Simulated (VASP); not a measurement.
# MoS2 (R3m) in VASP: a series of runs, part 2 of 2

VASP 6.6.1. Earlier steps stand in the parts before.

## 4. Single point, PBE+D3(BJ)

This run uses another cell than the first one: it holds 9 atoms, not 12.

Contents of INCAR:

```
PREC     = Accurate       # precision mode
ENCUT    = 520            # plane-wave cutoff, eV
EDIFF    = 1E-6           # SCF threshold, eV
ISMEAR   = 0              # smearing method
SIGMA    = 0.05           # smearing width, eV
LREAL    = F              # projectors in reciprocal space
LASPH    = T              # aspherical terms in the spheres
NELM     = 80             # most SCF steps
ALGO     = Normal         # electronic algorithm
ISIF     = 2              # what is computed and relaxed
LWAVE    = F              # write WAVECAR
LCHARG   = F              # write CHGCAR
GGA      = PE             # functional
IVDW     = 12             # dispersion correction
NBANDS   = 49             # bands
```

Contents of KPOINTS:

```
Automatic mesh
0
Gamma
  10 10 2
```

Contents of POSCAR:

```
MoS2
1.0
   -1.5764743774     -2.7305337186      0.0000000000
    1.5764743774     -2.7305337186      0.0000000000
    0.0000000000      0.0000000000     17.9896049492
Mo S
3 6
Direct
    1.0000000000      1.0000000000      0.0000172715
    0.3333333333      0.3333333333      0.3333506048
    0.6666666667      0.6666666667      0.6666839382
    1.0000000000      1.0000000000      0.7535591264
    0.3333333333      0.3333333333      0.0868924598
    0.6666666667      0.6666666667      0.4202257931
    1.0000000000      1.0000000000      0.5797236021
    0.3333333333      0.3333333333      0.9130569354
    0.6666666667      0.6666666667      0.2463902687
```

Potentials or basis: VASP PAW PBE potentials, release 64 (Mo_sv, S).

Started as:

```
$ cat potpaw_PBE.64/Mo_sv/POTCAR potpaw_PBE.64/S/POTCAR > POTCAR
$ mpirun -np 1 vasp_std > vasp.out
```

OUTCAR:

```text
PREC = Accurate
   ENCUT = 520
   EDIFF = 1E-6
   ISMEAR = 0
   LREAL = F
   LASPH = T
   NELM = 80
   ISIF = 2
   GGA = PE
   IVDW = 12
 IVDW          = 12

 ion  position               nearest neighbor table
   1  0.000  0.000  0.000-   5 2.40   5 2.40   5 2.40   8 2.40   8 2.40   8 2.40
   2  0.333  0.333  0.333-   6 2.40   6 2.40   6 2.40   9 2.40   9 2.40   9 2.40
   3  0.667  0.667  0.667-   4 2.40   4 2.40   4 2.40   7 2.40   7 2.40   7 2.40
   4  0.000  0.000  0.754-   3 2.40   3 2.40   3 2.40
   5  0.333  0.333  0.087-   1 2.40   1 2.40   1 2.40
   6  0.667  0.667  0.420-   2 2.40   2 2.40   2 2.40
   7  0.000  0.000  0.580-   3 2.40   3 2.40   3 2.40
   8  0.333  0.333  0.913-   1 2.40   1 2.40   1 2.40
   9  0.667  0.667  0.246-   2 2.40   2 2.40   2 2.40

  LATTYP: Found a hexagonal cell.
 ALAT       =     3.1529487549
 C/A-ratio  =     5.7056445720

  Lattice vectors:

 A1 = (  -1.5764743774,   2.7305337186,   0.0000000000)
 A2 = (  -1.5764743774,  -2.7305337186,   0.0000000000)
 A3 = (   0.0000000000,   0.0000000000,  17.9896049492)

Analysis of symmetry for initial positions (statically):
=====================================================================
 Subroutine PRICEL returns following result:

  LATTYP: Found a trigonal (rhomboedric) cell.
 ALAT       =     6.2667477275
 COS(alpha) =     0.8734333153

  Lattice vectors:

 A1 = (   1.5764743774,  -0.9101779064,  -5.9965349825)
 A2 = (  -1.5764743774,  -0.9101779058,  -5.9965349843)
 A3 = (   0.0000000000,   1.8203558122,  -5.9965349825)

   3 primitive cells build up your supercell.

 Routine SETGRP: Setting up the symmetry group for a
 hexagonal supercell.

 Subroutine GETGRP returns: Found  6 space group operations
 (whereof  6 operations were pure point group operations)
 out of a pool of 24 trial point group operations.
[... 150 lines left out ...]
  Fermi-wavevector in a.u.,A,eV,Ry     =   1.302500  2.461368 23.082362  1.696506
  Thomas-Fermi vector in A             =   2.433564
   LORBIT       =      0    0 simple, 1 ext, 2 COOP (PROOUT), +10 PAW based schemes
   GGA     = PE    functional components
   LHFCALC =     F    Hartree Fock is set to
   AEXX    =    0.0000 exact exchange contribution
   IVDW    =    12    specifies the selected vdW correction
   LEPSILON=     F    determine dielectric tensor
   LRPA    =     F    only Hartree local field effects (RPA)
 non-spin polarized calculation
 Gauss-broadening in eV      SIGMA  =   0.05
  energy-cutoff  :      520.00
  volume of cell :      154.88
 maximum number of plane-waves:      4190
   NGX = 11   NGY = 11   NGZ = 67

 number of electron      77.9999998 magnetization

 Free energy of the ion-electron system (eV)
  ---------------------------------------------------
  ext. energy  EPLUGINS =         0.00000000
  ---------------------------------------------------
  free energy    TOTEN  =       -65.29758636 eV

  energy without entropy =      -65.29758636  energy(sigma->0) =      -65.29758636

 E-fermi :   8.3293     XC(G=0): -11.0561

 val. band max:        8.0927596157   @ k =   0.0000   0.0000   0.5000
 cond. band min:       8.8997405168   @ k =   0.4000   0.2000   0.0000
 fundamental gap:      0.8069809011
 Fermi energy:         8.3293083314

 k-point     1 :       0.0000    0.0000    0.0000
  band No.  band energies     occupation
      1     -53.5132      2.00000
      2     -53.5132      2.00000
      3     -53.5131      2.00000
      4     -27.6779      2.00000
      5     -27.6779      2.00000
      6     -27.6778      2.00000
[... 1237 lines left out ...]
     48      11.3208      0.00000
     49      11.4780      0.00000

 [... further k-points ...]

------------------------ aborting loop because EDIFF is reached ----------------------------------------

 Edisp (eV)   -3.96245

 E8    (eV) :    -1.5979

  FORCE on cell =-STRESS in cart. coord.  units (eV):
  Direction    XX          YY          ZZ          XY          YZ          ZX
  --------------------------------------------------------------------------------------
  -------------------------------------------------------------------------------------
  Total      -0.09597    -0.09597    -0.16821     0.00000    -0.00000     0.00000
  in kB      -0.99278    -0.99278    -1.74012     0.00000    -0.00000     0.00000
  external pressure =       -1.24 kB  Pullay stress =        0.00 kB

 VOLUME and BASIS-vectors are now :
 -----------------------------------------------------------------------------
  energy-cutoff  :      520.00
  volume of cell :      154.88
      direct lattice vectors                 reciprocal lattice vectors
    -1.576474377 -2.730533719  0.000000000    -0.317163417 -0.183114384  0.000000000
     1.576474377 -2.730533719  0.000000000     0.317163417 -0.183114384  0.000000000
     0.000000000  0.000000000 17.989604949     0.000000000  0.000000000  0.055587658

 POSITION                                       TOTAL-FORCE (eV/Angst)
 -----------------------------------------------------------------------------------
      0.00000      0.00000      0.00031         0.000000      0.000000     -0.000296
      0.00000     -1.82036      5.99685        -0.000000     -0.000000     -0.000296
      0.00000     -3.64071     11.99338         0.000000     -0.000000     -0.000296
      0.00000      0.00000     13.55623        -0.000000     -0.000000     -0.014523
      0.00000     -1.82036      1.56316        -0.000000     -0.000000     -0.014523
      0.00000     -3.64071      7.55970         0.000000     -0.000000     -0.014523
      0.00000      0.00000     10.42900        -0.000000     -0.000000      0.014819
      0.00000     -1.82036     16.42553         0.000000     -0.000000      0.014819
      0.00000     -3.64071      4.43246        -0.000000     -0.000000      0.014819
 -----------------------------------------------------------------------------------
    total drift:                               -0.000000      0.000000      0.000036

  FREE ENERGIE OF THE ION-ELECTRON SYSTEM (eV)
  ---------------------------------------------------
  free  energy   TOTEN  =       -69.2600342571 eV

  energy  without entropy=      -69.2600342571  energy(sigma->0) =      -69.26003426
```

It took 6.4 min on 1 thread of Intel Xeon 8259CL, shared host; peak memory 0.36 GiB.

What came out:

| Item | Value |
| --- | --- |
| Free energy | -69.2600 eV |
| Pressure | -0.1 GPa |
| Largest force | 0.015 eV/Å |
| Band gap on the k mesh | 0.81 eV |
| Dispersion energy per atom | -0.440 eV |

Forces on the atoms (eV/Å):
```
Mo   0.000  0.000  0.000
Mo   0.000  0.000  0.000
Mo   0.000  0.000  0.000
S    0.000  0.000 -0.015
S    0.000  0.000 -0.015
S    0.000  0.000 -0.015
S    0.000  0.000  0.015
S    0.000  0.000  0.015
S    0.000  0.000  0.015
```

## 5. Overview

| cell | k mesh | gap on the mesh (eV) | pressure (GPa) | largest force (eV/Å) |
| --- | --- | --- | --- | --- |
| a = 6.306, b = 6.306, c = 7.015 Å, angles 63.3, 63.3, 60.0°, 12 atoms, atomic positions A | 6 × 6 × 6 | 0.81 | -0.1 | 0.01 |
| a = 6.267 Å, angles 29.1°, 3 atoms, atomic positions B | 12 × 12 × 12 | 0.81 | -0.1 | 0.01 |
| a = 3.153, b = 3.153, c = 17.990 Å, angles 90.0, 90.0, 60.0°, 9 atoms, atomic positions C | 10 × 10 × 2 | 0.81 | -0.1 | 0.01 |

Alike in all rows: task single point; level PBE+D3(BJ); potentials or basis VASP PAW PBE potentials, release 64 (Mo_sv, S); no spin polarisation; cutoff (eV) 520; smearing gaussian 0.05 eV.

Absolute energies hang on the potentials; compare differences alone.
